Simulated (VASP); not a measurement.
Hf, 2 atoms in the cell. It takes space group P6_3/mmc (No. 194, hexagonal). Conventional cell: a = 3.120 Å, b = 3.120 Å, c = 4.936 Å, α = 90.00°, β = 90.00°, γ = 120.00°. Within 4.0 Å of Hf (site symmetry -6m2) lie 12 Hf at 3.06 to 3.12 Å. 

```yaml
Program: VASP 6.6.1
Task: single point
Functional: LDA
Potentials_or_basis: VASP PAW LDA potentials, release 64 (Hf_pv)
Cutoff: 520 eV
k_mesh: 16 × 16 × 8
Occupations: gaussian, width 0.05 eV
Spin: no spin polarisation
Dipole_correction: no
Further_INCAR_settings: ALGO = Normal; EDIFF = 1e-06; NBANDS = 17
```

Potentials or basis: VASP PAW LDA potentials, release 64 (Hf_pv).

Launch:

```bash
$ cat potpaw_LDA.64/Hf_pv/POTCAR > POTCAR
$ mpirun -np 1 vasp_std > vasp.out
```

Hardware: 1 thread of Intel(R) Xeon(R) Platinum 8488C (Sapphire Rapids) (shared host).

**Question.** Estimate the wall time of this run.

**Answer.** It took 50 s on 1 thread of Intel(R) Xeon(R) Platinum 8488C (Sapphire Rapids), on a shared host, peak memory 0.21 GiB. Counts: scf iterations 12, k points 150.
